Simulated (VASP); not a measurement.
# PbS in VASP: further runs

Runs on PbS. Level: PBE. Tasks: single point.

Program: VASP 6.6.1. These are calculated values, not measurements. Logs are shortened: lines on timing, memory, paths and dates and some standing lists are left out, and cuts for length are marked.

## 1. The cell of the first run

The typed cell holds 2 atoms: a = 4.163 Å, b = 4.163 Å, c = 4.163 Å, α = 120.02°, β = 120.02°, γ = 89.97°.

## 2. Single point, PBE (volume scaled by 0.94, then relaxed in part)

INCAR reads:

```
PREC = Accurate
ENCUT = 520
EDIFF = 1E-6
ISMEAR = 0
SIGMA = 0.02
LREAL = False
LASPH = True
NELM = 100
ALGO = Normal
ISIF = 2
LWAVE = False
LCHARG = False
GGA = PE
NBANDS = 17
```

KPOINTS reads:

```
Automatic mesh
0
Gamma
  12 12 12
```

POSCAR reads:

```
PbS
1.0
   -2.0809603841      2.0809603841      2.9446332482
    2.0809603841     -2.0809603841      2.9446332482
    2.0809603841      2.0809603841     -2.9446332482
Pb S
1 1
Direct
    0.2500000000      0.2500000000      0.0000000000
    0.7500000000      0.7500000000      0.0000000000
```

Potentials or basis: VASP PAW PBE potentials, release 64 (Pb_d, S).

Command:

```console
$ cat potpaw_PBE.64/Pb_d/POTCAR potpaw_PBE.64/S/POTCAR > POTCAR
$ mpirun -np 1 vasp_std > vasp.out
```

OUTCAR:

```text
PREC = Accurate
   ENCUT = 520
   EDIFF = 1E-6
   ISMEAR = 0
   LREAL = False
   LASPH = True
   NELM = 100
   ISIF = 2
   GGA = PE

 ion  position               nearest neighbor table
   1  0.250  0.250  0.000-   2 2.94   2 2.94   2 2.94   2 2.94   2 2.94   2 2.94
   2  0.750  0.750  0.000-   1 2.94   1 2.94   1 2.94   1 2.94   1 2.94   1 2.94

  LATTYP: Found a body centered tetragonal cell.
 ALAT       =     4.1619207682
 C/A-ratio  =     1.4150357069

  Lattice vectors:

 A1 = (  -2.0809603841,   2.0809603841,   2.9446332482)
 A2 = (   2.0809603841,  -2.0809603841,   2.9446332482)
 A3 = (   2.0809603841,   2.0809603841,  -2.9446332482)

Analysis of symmetry for initial positions (statically):
=====================================================================
 Subroutine PRICEL returns:
 Original cell was already a primitive cell.

 Routine SETGRP: Setting up the symmetry group for a
 body centered tetragonal supercell.

 Subroutine GETGRP returns: Found 16 space group operations
 (whereof  8 operations were pure point group operations)
 out of a pool of 16 trial point group operations.

The static configuration has the point symmetry C_4v.
 The point group associated with its full space group is D_4h.

Analysis of symmetry for dynamics (positions and initial velocities):
=====================================================================
 Subroutine PRICEL returns:
 Original cell was already a primitive cell.

 Routine SETGRP: Setting up the symmetry group for a
 body centered tetragonal supercell.

 Subroutine GETGRP returns: Found 16 space group operations
 (whereof  8 operations were pure point group operations)
 out of a pool of 16 trial point group operations.

The dynamic configuration has the point symmetry C_4v.
 The point group associated with its full space group is D_4h.

 Subroutine INISYM returns: Found 16 space group operations
 (whereof  8 operations are pure point group operations),
 and found     1 'primitive' translations

----------------------------------------------------------------------------------------

                                     Primitive cell

  volume of cell :      51.0057

  direct lattice vectors                    reciprocal lattice vectors
    -2.080960384  2.080960384  2.944633248     0.000000000  0.240273675  0.169800433
     2.080960384 -2.080960384  2.944633248     0.240273675  0.000000000  0.169800433
     2.080960384  2.080960384 -2.944633248     0.240273675  0.240273675  0.000000000

  length of vectors
     4.163130698  4.163130698  4.163130698     0.294216971  0.294216971  0.339798291

  position of ions in fractional coordinates (direct lattice)
     0.250000000  0.250000000  0.000000000
     0.750000000  0.750000000  0.000000000

  ion indices of the primitive-cell ions
   primitive index   ion index
                 1           1
                 2           2

----------------------------------------------------------------------------------------

 KPOINTS: Automatic mesh

Automatic generation of k-mesh.
 Grid dimensions read from file:
 generate k-points for:   12   12   12

 Generating k-lattice:

  Cartesian coordinates                     Fractional coordinates (reciprocal lattice)
     0.000000000  0.020022806  0.014150036     0.083333333 -0.000000000  0.000000000
     0.020022806  0.000000000  0.014150036    -0.000000000  0.083333333  0.000000000
     0.020022806  0.020022806  0.000000000     0.000000000  0.000000000  0.083333333

  Length of vectors
     0.024518081  0.024518081  0.028316524

  Shift w.r.t. Gamma in fractional coordinates (k-lattice)
     0.000000000  0.000000000  0.000000000

 Subroutine IBZKPT returns following result:
 ===========================================

 Found    163 irreducible k-points:

 Following reciprocal coordinates:
            Coordinates               Weight
  0.000000  0.000000  0.000000      1.000000
  0.083333  0.000000 -0.000000      8.000000
  0.166667 -0.000000  0.000000      8.000000
  0.250000  0.000000 -0.000000      8.000000
  0.333333  0.000000 -0.000000      8.000000
  0.416667  0.000000 -0.000000      8.000000
[... 16 lines left out ...]
  0.500000  0.166667  0.000000     16.000000
 -0.416667  0.166667  0.000000     16.000000
 [... further k-points ...]
   k-points           NKPTS =    163   k-points in BZ     NKDIM =    163   number of bands    NBANDS=     17
   number of dos      NEDOS =    301   number of ions     NIONS =      2
   total plane-waves  NPLWV =  32768
   dimension x,y,z NGX =    32 NGY =   32 NGZ =   32
   dimension x,y,z NGXF=    64 NGYF=   64 NGZF=   64
   ions per type =               1   1
   NGX,Y,Z   is equivalent  to a cutoff of  12.78, 12.78, 12.78 a.u.
   NGXF,Y,Z  is equivalent  to a cutoff of  25.56, 25.56, 25.56 a.u.
 SYSTEM =  unknown system
   PREC   = accura    normal or accurate (medium, high low for compatibility)
   ISTART =      0    job   : 0-new  1-cont  2-samecut
   ICHARG =      2    charge: 1-file 2-atom 10-const
   ISPIN  =      1    spin polarized calculation?
   LNONCOLLINEAR =      F non collinear calculations
   LSORBIT =      F    spin-orbit coupling
   LASPH  =      T    aspherical Exc in radial PAW
   ENCUT  =  520.0 eV  38.22 Ry    6.18 a.u.   7.74  7.74  7.74*2*pi/ulx,y,z
   NELM   =    100;   NELMIN=  2; NELMDL= -5     # of ELM steps
   EDIFF  = 0.1E-05   stopping-criterion for ELM
   LREAL  =      F    real-space projection
   EDIFFG = 0.1E-04   stopping-criterion for IOM
   NSW    =      0    number of steps for IOM
   IBRION =     -1    ionic relax: 0-MD 1-quasi-New 2-CG
   NFREE  =      0    steps in history (QN), initial steepest desc. (CG)
   ISIF   =      2    stress and relaxation
   ISYM   =      2    0-nonsym 1-usesym 2-fastsym
   POTIM  = 0.5000    time-step for ionic-motion
   TEBEG  =    0.0;   TEEND  =   0.0 temperature during run
   PSTRESS=    0.0 pullay stress
   NELECT =      20.0000    total number of electrons
   NUPDOWN=      -1.0000    fix difference up-down
   EMIN   =  10.00;   EMAX   =-10.00  energy-range for DOS
   EFERMI =   0.00;   METHOD = LEGACY
   ISMEAR =     0;   SIGMA  =   0.02  broadening in eV -4-tet -1-fermi 0-gaus
   EFERMI_NEDOS =   21; number of points for ismear=-14 and -15
   IALGO  =     38    algorithm
   IMIX   =      4    mixing-type and parameters
     AMIX     =   0.40;   BMIX     =  1.00
     AMIX_MAG =   1.60;   BMIX_MAG =  1.00
  volume/ion in A,a.u.               =      25.50       172.10
  Fermi-wavevector in a.u.,A,eV,Ry     =   1.198244  2.264353 19.535087  1.435788
  Thomas-Fermi vector in A             =   2.334138
   LORBIT       =      0    0 simple, 1 ext, 2 COOP (PROOUT), +10 PAW based schemes
   GGA     = PE    functional components
   LHFCALC =     F    Hartree Fock is set to
   AEXX    =    0.0000 exact exchange contribution
   IVDW    =     0    specifies the selected vdW correction
   LEPSILON=     F    determine dielectric tensor
   LRPA    =     F    only Hartree local field effects (RPA)
 non-spin polarized calculation
 Gauss-broadening in eV      SIGMA  =   0.02
  energy-cutoff  :      520.00
  volume of cell :       51.01
 maximum number of plane-waves:      1391
   NGX = 15   NGY = 15   NGZ = 15

 number of electron      19.9999996 magnetization

 Free energy of the ion-electron system (eV)
  ---------------------------------------------------
  ext. energy  EPLUGINS =         0.00000000
  ---------------------------------------------------
  free energy    TOTEN  =        -8.73391927 eV

  energy without entropy =       -8.73391927  energy(sigma->0) =       -8.73391927

 E-fermi :   6.2394     XC(G=0):  -9.7889

 val. band max:        6.1526130069   @ k =   0.5000   0.0000  -0.0000
 cond. band min:       6.4300904188   @ k =   0.5000   0.0000  -0.0000
 fundamental gap:      0.2774774119
 Fermi energy:         6.2393720174

 k-point     1 :       0.0000    0.0000    0.0000
  band No.  band energies     occupation
      1     -10.7392      2.00000
      2     -10.7392      2.00000
      3     -10.7390      2.00000
      4     -10.7234      2.00000
      5     -10.7230      2.00000
      6      -7.6805      2.00000
[... 9 lines left out ...]
     16      12.7966      0.00000
     17      14.7143      0.00000

 k-point     2 :       0.0833    0.0000   -0.0000
  band No.  band energies     occupation
      1     -10.7388      2.00000
      2     -10.7373      2.00000
      3     -10.7372      2.00000
      4     -10.7243      2.00000
      5     -10.7239      2.00000
      6      -7.6186      2.00000
[... 9 lines left out ...]
     16      12.9878      0.00000
     17      15.3491      0.00000

 k-point     3 :       0.1667   -0.0000    0.0000
  band No.  band energies     occupation
      1     -10.7380      2.00000
      2     -10.7374      2.00000
      3     -10.7373      2.00000
      4     -10.7211      2.00000
      5     -10.7210      2.00000
      6      -7.4383      2.00000
[... 9 lines left out ...]
     16      13.4154      0.00000
     17      16.6411      0.00000

 k-point     4 :       0.2500    0.0000   -0.0000
  band No.  band energies     occupation
      1     -10.7442      2.00000
      2     -10.7440      2.00000
      3     -10.7371      2.00000
      4     -10.7103      2.00000
      5     -10.7103      2.00000
      6      -7.1580      2.00000
[... 9 lines left out ...]
     16      14.0352      0.00000
     17      18.0977      0.00000
[... 343 lines left out ...]
      1     -10.7843      2.00000
      2     -10.7471      2.00000
      3     -10.7281      2.00000
      4     -10.7001      2.00000
      5     -10.6884      2.00000
      6      -6.2410      2.00000
[... 9 lines left out ...]
     16      15.6382      0.00000
     17      17.6073      0.00000

 k-point    23 :       0.5000    0.1667    0.0000
  band No.  band energies     occupation
      1     -10.7897      2.00000
      2     -10.7429      2.00000
      3     -10.7321      2.00000
      4     -10.7014      2.00000
      5     -10.6840      2.00000
      6      -6.2777      2.00000
[... 9 lines left out ...]
     16      16.4878      0.00000
     17      16.9835      0.00000

 k-point    24 :      -0.4167    0.1667    0.0000
  band No.  band energies     occupation
      1     -10.7879      2.00000
      2     -10.7386      2.00000
      3     -10.7363      2.00000
      4     -10.7040      2.00000
      5     -10.6862      2.00000
      6      -6.5184      2.00000
[... 9 lines left out ...]
     16      16.4352      0.00000
     17      17.5384      0.00000

 [... further k-points ...]
[... 5 lines left out ...]
  --------------------------------------------------------------------------------------
  -------------------------------------------------------------------------------------
  Total        1.1642953      1.1642953      1.1375689      0.0000000      0.0000000      0.0000000
  in kB       36.5725214     36.5725214     35.7329978      0.0000000      0.0000000      0.0000000
  external PRESSURE =      36.2926802 kB  Pullay stress =       0.0000000 kB

 VOLUME and BASIS-vectors are now :
 -----------------------------------------------------------------------------
  energy-cutoff  :      520.00
  volume of cell :       51.01
      direct lattice vectors                 reciprocal lattice vectors
    -2.080960384  2.080960384  2.944633248     0.000000000  0.240273675  0.169800433
     2.080960384 -2.080960384  2.944633248     0.240273675  0.000000000  0.169800433
     2.080960384  2.080960384 -2.944633248     0.240273675  0.240273675  0.000000000

 POSITION                                       TOTAL-FORCE (eV/Angst)
 -----------------------------------------------------------------------------------
      0.00000      0.00000      1.47232         0.000000     -0.000000     -0.000000
      0.00000      0.00000      4.41695        -0.000000      0.000000      0.000000
 -----------------------------------------------------------------------------------
    total drift:                               -0.000000     -0.000000     -0.000000

  FREE ENERGIE OF THE ION-ELECTRON SYSTEM (eV)
  ---------------------------------------------------
  free  energy   TOTEN  =        -8.7339192704 eV

  energy  without entropy=       -8.7339192704  energy(sigma->0) =       -8.73391927
```

Wall time 68 s (1 thread of AMD EPYC 9R45 (Zen 5), shared host); peak memory 0.24 GiB.

What came out:

* Free energy: -8.7339 eV
* Pressure: 3.6 GPa
* Band gap on the k mesh: 0.28 eV, direct

Stress tensor (GPa, compression positive):
```
3.66 0.00 0.00
0.00 3.66 0.00
0.00 0.00 3.57
```

Caveat: the cell differs from its parent crystal (volume scaled by 0.94, then relaxed in part); spin-orbit coupling is left out, which moves the levels of the heavy elements.

## 3. Single point, PBE (volume scaled by 0.97, then relaxed in part)

INCAR reads:

```
SYSTEM = PbS
ALGO = Normal ; EDIFF = 1E-7
ENCUT = 520 ; GGA = PE
ISIF = 2 ; ISMEAR = 0
LASPH = .TRUE. ; LCHARG = .FALSE.
LREAL = .FALSE. ; LWAVE = .FALSE.
NBANDS = 17 ; NELM = 80
PREC = Accurate ; SIGMA = 0.02
```

KPOINTS reads:

```
k-points
0
G
  12 12 12
  0 0 0
```

POSCAR reads:

```
PbS
1.0
   -2.1028668401      2.1028668401      2.9756316656
    2.1028668401     -2.1028668401      2.9756316656
    2.1028668401      2.1028668401     -2.9756316656
Pb S
1 1
Direct
    0.2499965899      0.2499965899      0.0000000000
    0.7500034101      0.7500034101      0.0000000000
```

Potentials or basis: VASP PAW PBE potentials, release 64 (Pb_d, S).

Command:

```console
$ cat potpaw_PBE.64/Pb_d/POTCAR potpaw_PBE.64/S/POTCAR > POTCAR
$ mpirun -np 1 vasp_std > vasp.out
```

OUTCAR:

```text
SYSTEM = PbS
   EDIFF = 1E-7
   ENCUT = 520
   GGA = PE
   ISIF = 2
   ISMEAR = 0
   LASPH = .TRUE.
   LREAL = .FALSE.
   NELM = 80
   PREC = Accurate

 ion  position               nearest neighbor table
   1  0.250  0.250  0.000-   2 2.97   2 2.97   2 2.97   2 2.97   2 2.98   2 2.98
   2  0.750  0.750  0.000-   1 2.97   1 2.97   1 2.97   1 2.97   1 2.98   1 2.98

  LATTYP: Found a body centered tetragonal cell.
 ALAT       =     4.2057336802
 C/A-ratio  =     1.4150357069

  Lattice vectors:

 A1 = (  -2.1028668401,   2.1028668401,   2.9756316656)
[... 650 lines left out ...]
      5     -11.0561      2.00000
      6      -6.7206      2.00000
[... 9 lines left out ...]
     16      16.0500      0.00000
     17      17.0355      0.00000

 [... further k-points ...]
[... 5 lines left out ...]
  --------------------------------------------------------------------------------------
  -------------------------------------------------------------------------------------
  Total        0.5431861      0.5431861      0.5192691      0.0000000      0.0000000      0.0000000
  in kB       16.5347080     16.5347080     15.8066699      0.0000000      0.0000000      0.0000000
  external PRESSURE =      16.2920286 kB  Pullay stress =       0.0000000 kB

 VOLUME and BASIS-vectors are now :
 -----------------------------------------------------------------------------
  energy-cutoff  :      520.00
  volume of cell :       52.63
      direct lattice vectors                 reciprocal lattice vectors
    -2.102866840  2.102866840  2.975631666     0.000000000  0.237770643  0.168031550
     2.102866840 -2.102866840  2.975631666     0.237770643  0.000000000  0.168031550
     2.102866840  2.102866840 -2.975631666     0.237770643  0.237770643  0.000000000

 POSITION                                       TOTAL-FORCE (eV/Angst)
 -----------------------------------------------------------------------------------
      0.00000      0.00000      1.48780         0.000000      0.000000      0.000018
      0.00000      0.00000      4.46347        -0.000000     -0.000000     -0.000018
 -----------------------------------------------------------------------------------
    total drift:                                0.000000      0.000000     -0.000003

  FREE ENERGIE OF THE ION-ELECTRON SYSTEM (eV)
  ---------------------------------------------------
  free  energy   TOTEN  =        -8.7611373185 eV

  energy  without entropy=       -8.7611373185  energy(sigma->0) =       -8.76113732
```

Run time: 73 s. Hardware: 1 thread of AMD EPYC 9R45 (Zen 5), shared host; peak memory 0.24 GiB.

Results:

```yaml
Free_energy: -8.7611 eV
Pressure: 1.6 GPa
Band_gap_on_the_k_mesh: 0.40 eV, direct
```

Caveat: the cell differs from its parent crystal (volume scaled by 0.97, then relaxed in part); spin-orbit coupling is left out, which moves the levels of the heavy elements.

## 4. Single point, PBE

This run uses another cell than the first one, of 27.13 Å³/atom, 1.064 times its volume.

INCAR reads:

```
PREC = Accurate
ENCUT = 520
EDIFF = 1E-7
ISMEAR = 0
SIGMA = 0.02
LREAL = False
LASPH = True
NELM = 60
ALGO = Normal
ISIF = 2
LWAVE = False
LCHARG = True
GGA = PE
LELF = True
LVHAR = True
NBANDS = 17
```

KPOINTS reads:

```
regular mesh
0
Gamma
  12 12 12
```

POSCAR reads:

```
PbS
1.0
   -2.1245342651      2.1245342651      3.0054084493
    2.1245342651     -2.1245342651      3.0054084493
    2.1245342651      2.1245342651     -3.0054084493
Pb S
1 1
Direct
    0.2523050968      0.2523050968      0.0000000000
    0.7476949032      0.7476949032      0.0000000000
```

Command:

```console
$ cat potpaw_PBE.64/Pb_d/POTCAR potpaw_PBE.64/S/POTCAR > POTCAR
$ mpirun -np 1 vasp_std > vasp.out
```

It took 75 s on 1 thread of AMD EPYC 9R45 (Zen 5), shared host; peak memory 0.25 GiB.

It converged, with:

- Free energy: -8.7694 eV
- Pressure: -0.1 GPa
- Largest force: 0.005 eV/Å
- Band gap on the k mesh: 0.51 eV, direct

Forces on the atoms (eV/Å):
```
Pb   0.000  0.000 -0.005
S    0.000  0.000  0.005
```

Levels at points of the mesh, in eV from the valence-band top:
```csv
k point,band 7,band 8,band 9,band 10,band 11,band 12,band 13,band 14
"(0.00, 0.00, 0.00)",-6.06,-1.94,-1.94,-1.94,5.13,5.13,5.13,6.87
"(0.50, 0.00, 0.00)",-8.58,-1.58,-1.58,0.00,0.51,2.09,2.09,8.65
"(0.50, 0.50, 0.00)",-7.11,-4.82,-3.15,-3.15,4.07,5.49,5.58,5.59
"(0.50, 0.50, 0.50)",-7.11,-4.82,-3.15,-3.15,4.08,5.48,5.58,5.58
```

Caveat: spin-orbit coupling is left out, which moves the levels of the heavy elements.

## 5. The runs side by side

| cell | gap on the mesh (eV) | pressure (GPa) |
| --- | --- | --- |
| a = 4.163 Å, angles 120.0, 120.0, 90.0°, 2 atoms | 0.28 | 3.6 |
| a = 4.207 Å, angles 120.0, 120.0, 90.0°, 2 atoms | 0.40 | 1.6 |
| a = 4.250 Å, angles 120.0, 120.0, 90.0°, 2 atoms | 0.51 | -0.1 |

Alike in all rows: task single point; level PBE; potentials or basis VASP PAW PBE potentials, release 64 (Pb_d, S); no spin polarisation; k mesh 12 × 12 × 12; cutoff (eV) 520; smearing gaussian 0.02 eV.

Caveats: spin-orbit coupling is left out, which moves the levels of the heavy elements.

Total energies depend on the potentials used, so only differences within one code and one set of settings carry meaning.
